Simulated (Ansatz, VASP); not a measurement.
# Na in VASP and in Ansatz

The input INCAR:

```
ALGO = Normal
EDIFF = 1E-6
ENCUT = 520
ISIF = 2
ISMEAR = -1
LASPH = T
LCHARG = F
LREAL = F
LWAVE = F
NBANDS = 14
NELM = 60
PREC = Accurate
SIGMA = 0.1
```

File KPOINTS:

```
k-points
0
Gamma
  11 11 6
```

Contents of POSCAR:

```
Na
1.0
    3.7585820587      0.0000000000      0.0000000000
   -1.8792910294      3.2550275451      0.0000000000
    0.0000000000      0.0000000000      6.1366586216
Na
2
Direct
    0.3333333333      0.6666666667      0.2500000000
    0.6666666667      0.3333333333      0.7500000000
```

Input for Ansatz:

```yaml
crystal:
  lattice:
    - [3.7585820587, 0.0, 0.0]
    - [-1.8792910294, 3.2550275451, 0.0]
    - [0.0, 0.0, 6.1366586216]
  atoms:
    - { symbol: Na, position: [0.3333333333, 0.6666666667, 0.25] }
    - { symbol: Na, position: [0.6666666667, 0.3333333333, 0.75] }
hamiltonian:
  xc: lda
  pseudopotentials:
    kind: paw
    azcp:
      Na: "pseudopotentials/Na.paw.azcp"
basis:
  ecutwfc: 420
  fft_grid_basis: typed
kpoints:
  mp_grid: { grid: [11, 11, 6], shift: [0, 0, 0] }
magnetization:
  spin_polarized: false
scf:
  occupations: { method: fermi_dirac, width: 0.1 }
  lower_state_search: "off"
output:
  stress: true
  write_density: true
  write_potential: true
  elf: true
  volumetric_format: npy
```

Alike in both runs: task single point; functional LDA; k mesh 11 × 11 × 6; occupations fermi-dirac, width 0.1 eV; no spin polarisation.

|  | VASP | Ansatz |
| --- | --- | --- |
| version | VASP 6.6.1 | Ansatz 0.2.0 |
| potentials or method | VASP PAW LDA potentials, release 64 (Na_pv), cutoff 520 eV | plane waves (420 eV) with PAW, scalar-relativistic |
| valence electrons in the cell | 14 | 18 |

```tsv
	VASP	Ansatz	Ansatz less VASP
pressure (GPa)	-0.8	-0.8	-0.04
traceless stress, the component that is largest in VASP (GPa)	0.10	0.10	0.000
```

Ansatz warns that its potentials were made for another functional, while VASP's fit it. LDA's correlation is that of Perdew and Zunger in VASP and of Perdew and Wang (1992) in Ansatz. VASP's potentials hold 14 valence electrons a cell and Ansatz's 18, so a difference there can come from the potentials and not from the codes.
